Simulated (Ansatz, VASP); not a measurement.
This is a calculation of Yb for Ansatz 0.2.0.

File input.yaml:

```yaml
crystal:
  lattice:
    - [-2.151483, 2.151483, 2.151483]
    - [2.151483, -2.151483, 2.151483]
    - [2.151483, 2.151483, -2.151483]
  atoms:
    - { symbol: Yb, position: [0.0, 0.0, 0.0], spin: 1.5 }
hamiltonian:
  xc: pbesol
  pseudopotentials: { kind: paw }
magnetization:
  spin_polarized: true
  initial_magnetization: 1.5
  spin_locking: { lock_magnetization: hard }
kpoints:
  mp_grid: { grid: [7, 7, 7] }
scf:
  occupations: { method: fermi_dirac, width: 0.05 }
  lower_state_search: "off"
output:
  forces: true
  stress: true
  eigenvalues: true
```

Potentials or basis: Ansatz PAW.

Command:

```bash
$ ansatz run input.yaml --threads 2 --pin off --max-ram 5632MiB --backend cpu --events-out ev --progress --plain --runs-dir out
```

**Question.** Translate it to VASP 6.6.1. Potentials there: VASP PAW PBE potentials, release 64 (Yb).

**Answer.** As run (the cutoff follows the program's own potentials):

The input INCAR:

```
SYSTEM = Yb
PREC = Accurate ; ENCUT = 520
EDIFF = 1E-6 ; ISMEAR = -1
SIGMA = 0.05 ; LREAL = .False.
LASPH = .True. ; NELM = 150
ALGO = Normal ; ISIF = 2
LWAVE = .False. ; LCHARG = .True.
ISPIN = 2 ; MAGMOM = 1.5
LORBIT = 11 ; NUPDOWN = 1.5
LMAXMIX = 6 ; GGA = PS
LELF = .True. ; LVHAR = .True.
NBANDS = 22
```

Contents of KPOINTS:

```
regular mesh
0
Gamma
  7 7 7
  0 0 0
```

Contents of POSCAR:

```
Yb
1.0
   -2.1514830000      2.1514830000      2.1514830000
    2.1514830000     -2.1514830000      2.1514830000
    2.1514830000      2.1514830000     -2.1514830000
Yb
1
Direct
    0.0000000000      0.0000000000      0.0000000000
```

Potentials or basis: VASP PAW PBE potentials, release 64 (Yb).

Run with:

```sh
$ cat potpaw_PBE.64/Yb/POTCAR > POTCAR
$ mpirun -np 1 vasp_std > vasp.out
```

Both were run:

|  | VASP | Ansatz | Ansatz less VASP |
| --- | --- | --- | --- |
| pressure (GPa) | -4.3 | -2.9 | +1.39 |
| net moment per atom (μB) | 1.50 | 1.50 | 0.000 |
| size of the moment on the site where the two differ most (μB) | 0.67 | 0.88 | +0.213 |

VASP's potentials were made for PBE, not for PBEsol. Site moments also hang on the region over which each program counts them.

Neither program's run includes spin-orbit coupling.
